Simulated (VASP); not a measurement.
Here is a VASP 6.6.1 calculation.

Contents of INCAR:

```
SYSTEM = ZrGe2Pd3
ALGO = Normal
EDIFF = 1E-7
EDIFFG = -0.08
ENCUT = 600
GGA = PE
IBRION = 2
ISIF = 3
ISMEAR = 0
LASPH = .TRUE.
LCHARG = .FALSE.
LREAL = .FALSE.
LWAVE = .FALSE.
NELM = 80
NSW = 36
PREC = Accurate
SIGMA = 0.2
```

KPOINTS

```
k-points
0
G
  4 4 3
  0 0 0
```

Contents of POSCAR:

```
ZrGe2Pd3
1.0
    4.2893322100      0.0000000000      0.0000000000
   -2.1446661100      3.7146706600      0.0000000000
    0.0000000000      0.0000000000      6.6847700200
Zr Ge Pd
1 2 3
Direct
    0.0000000000      0.0000000000      0.0000000000
    0.0000000000      0.0000000000      0.6738433200
    0.0000000000      0.0000000000      0.3261566800
    0.5000000000      0.0000000000      0.5000000000
    0.0000000000      0.5000000000      0.5000000000
    0.5000000000      0.5000000000      0.5000000000
```

Potentials or basis: VASP PAW PBE potentials, release 64 (Zr_sv, Ge_d, Pd).

Command:

```sh
$ cat potpaw_PBE.64/Zr_sv/POTCAR potpaw_PBE.64/Ge_d/POTCAR potpaw_PBE.64/Pd/POTCAR > POTCAR
$ mpirun -np 1 vasp_std > vasp.out
```

Question: What does it give for the space group after relaxing (to 0.1 Å)?

Answer: P6/mmm (No. 191).

Question: What does it give for the relaxed volume?

Answer: 28.69 Å³/atom.

Question: Predict the band gap on the k mesh.

Answer: Zero (bands 35 and 36 overlap by 0.44 eV).

Stress tensor (GPa, compression positive):
```
0.27 0.00 0.00
0.00 0.27 0.00
0.00 0.00 0.00
```

Caveat: the k points lie up to 0.36 Å⁻¹ apart in the final cell; the volume moved by over 15 % at a fixed basis, so the end points are rough.
